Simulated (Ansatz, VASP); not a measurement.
# MgO: VASP beside Ansatz

```
Mg O
1.0
     3.48610    0.00000    0.00000
    -1.74305    3.01905    0.00000
     0.00000    0.00000    4.23938
Mg O
2 2
Direct
  0.66667 0.33333 0.75000
  0.33333 0.66667 0.25000
  0.66667 0.33333 0.25000
  0.33333 0.66667 0.75000
```

Alike in both runs: task single point; functional PBE; k mesh 9 × 9 × 6; occupations gaussian, width 0.05 eV; no spin polarisation.

|  | VASP | Ansatz |
| --- | --- | --- |
| version | VASP 6.6.1 | Ansatz 0.2.0 |
| potentials or method | VASP PAW PBE potentials, release 64 (Mg, O), cutoff 520 eV | scalar-relativistic, plane waves, PAW |
| valence electrons in the cell | 16 | 32 |

Ansatz gave:

- gap on the k mesh at the Fermi level (eV): 3.37
- least direct gap on the mesh (eV): 3.37
- pressure (GPa): 2.6
- traceless stress, the component that is largest in VASP (GPa): -1.03

Question: What did VASP give for the same quantities?

Answer: gap on the k mesh at the Fermi level (eV): 3.35; least direct gap on the mesh (eV): 3.35; pressure (GPa): 2.0; traceless stress, the component that is largest in VASP (GPa): -1.16.

The functional is the same, so the differences come from potentials, cutoffs and numerics. VASP's potentials hold 16 valence electrons a cell and Ansatz's 32, so a difference there can come from the potentials and not from the codes.
